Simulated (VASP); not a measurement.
A run of VASP 6.6.1:

POSCAR

```
AlN
1.0
    0.0000000000      2.1848764834      2.1848764834
    2.1848764834      0.0000000000      2.1848764834
    2.1848764834      2.1848764834      0.0000000000
Al N
1 1
Direct
    0.0000000000      0.0000000000      0.0000000000
    0.7500000000      0.7500000000      0.7500000000
```

INCAR.step1

```
SYSTEM = AlN
  ALGO = Normal
  EDIFF = 1E-5
  ENCUT = 520
  GGA = PE
  GGA_COMPAT = .False.
  ISIF = 2
  ISMEAR = 0
  LASPH = .True.
  LCHARG = .False.
  LREAL = .False.
  LWAVE = .True.
  NBANDS = 11
  NELM = 120
  PREC = Accurate
  SIGMA = 0.01
```

File INCAR.step2:

```
SYSTEM = AlN
  ALGO = Normal
  EDIFF = 1E-6
  ENCUT = 520
  GGA = PE
  GGA_COMPAT = .False.
  HFSCREEN = 0.2079
  ISIF = 2
  ISMEAR = 0
  ISTART = 1
  LASPH = .True.
  LCHARG = .False.
  LHFCALC = .True.
  LREAL = .False.
  LWAVE = .False.
  NBANDS = 11
  NELM = 120
  PREC = Accurate
  PRECFOCK = Normal
  SIGMA = 0.01
```

File KPOINTS:

```
k-points
0
Gamma
  8 8 8
  0 0 0
```

Potentials or basis: VASP PAW PBE potentials, release 64 (Al, N).

Command:

```bash
$ cat potpaw_PBE.64/Al/POTCAR potpaw_PBE.64/N/POTCAR > POTCAR
$ cp INCAR.step1 INCAR
$ mpirun -np 1 vasp_std > vasp.out
$ cp INCAR.step2 INCAR
$ mpirun -np 1 vasp_std > vasp.out
```

Hardware: 1 thread of AMD EPYC 7R43 64-Core Processor (Zen 3), on a shared host.

Question: Estimate the wall time of this run.

Answer: Run time: 33 min on 1 thread of AMD EPYC 7R43 64-Core Processor (Zen 3), on a shared host, peak memory 0.22 GiB. Counts: k points 29.
